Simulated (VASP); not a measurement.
SiNi2, 6 atoms in the cell. It takes space group P6_3/mmc (No. 194, hexagonal). Conventional cell: a = 3.636 Å, b = 3.636 Å, c = 5.094 Å, α = 90.00°, β = 90.00°, γ = 120.00°. Within 2.8 Å of Si (site symmetry -6m2) lie 11 Ni at 2.10 to 2.55 Å. Ni (site symmetry -3m) has 6 Si at 2.46 Å and 8 Ni at 2.46 to 2.55 Å within 3.2 Å. Within 2.8 Å of Ni (site symmetry -6m2) lie 5 Si at 2.10 to 2.55 Å and 6 Ni at 2.46 Å.  This cell differs from its parent crystal: biaxial strain in the a-b plane: -6.0 %.

| Quantity | Value |
| --- | --- |
| Program | VASP 6.6.1 |
| Task | single point |
| Functional | PBEsol |
| Potentials or basis | VASP PAW PBE potentials, release 64 (Si, Ni) |
| Cutoff | 520 eV |
| k mesh | 12 × 12 × 8 |
| Occupations | gaussian, width 0.1 eV |
| Spin | no spin polarisation |
| Dipole correction | no |
| Further INCAR settings | ALGO = Fast; EDIFF = 1e-06; NBANDS = 33 |

Potentials or basis: VASP PAW PBE potentials, release 64 (Si, Ni).

Launch:

```sh
$ cat potpaw_PBE.64/Si/POTCAR potpaw_PBE.64/Ni/POTCAR > POTCAR
$ mpirun -np 1 vasp_std > vasp.out
```

Hardware: 1 thread of Intel(R) Xeon(R) Platinum 8488C (Sapphire Rapids), with other jobs on the host.

Task: How long does it take, and how much memory?

Result: It took 3.7 min on 1 thread of Intel(R) Xeon(R) Platinum 8488C (Sapphire Rapids), with other jobs on the host, peak memory 0.27 GiB. Counts: scf iterations 17, k points 95.
